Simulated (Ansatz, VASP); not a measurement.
MgB2: VASP beside Ansatz

```xyz
3
Lattice="3.0850 0.0308 0.0000 -1.5158 2.6563 0.0000 0.0000 0.0000 3.5230" Properties=species:S:1:pos:R:3 pbc="T T T"
Mg    0.0000    0.0000    0.0000
B     1.5514    0.9060    1.7615
B     0.0178    1.7811    1.7615
```

Alike in both runs: task single point; functional PBE; k mesh 8 × 8 × 6; occupations fermi-dirac, width 0.05 eV; no spin polarisation.

```csv
,VASP,Ansatz
version,VASP 6.6.1,Ansatz 0.2.0
potentials or method,"VASP PAW PBE potentials, release 64 (Mg, B)",Ansatz PAW
plane-wave cutoff (eV),520,420
valence electrons in the cell,8,16
```

```csv
,VASP,Ansatz,Ansatz less VASP
gap on the k mesh at the Fermi level (eV),none,none,-
pressure (GPa),-1.1,-0.8,+0.26
"traceless stress, the component that is largest in VASP (GPa)",-3.51,-3.50,+0.010
rms of the force components (eV/Å),0.040,0.039,-0.0008
```

Atom by atom the forces differ by 0.001 eV/Å (rms over components). A gap of «none» marks a metal or a gap that the smearing closes. VASP's potentials hold 8 valence electrons a cell and Ansatz's 16, so a difference there can come from the potentials and not from the codes.
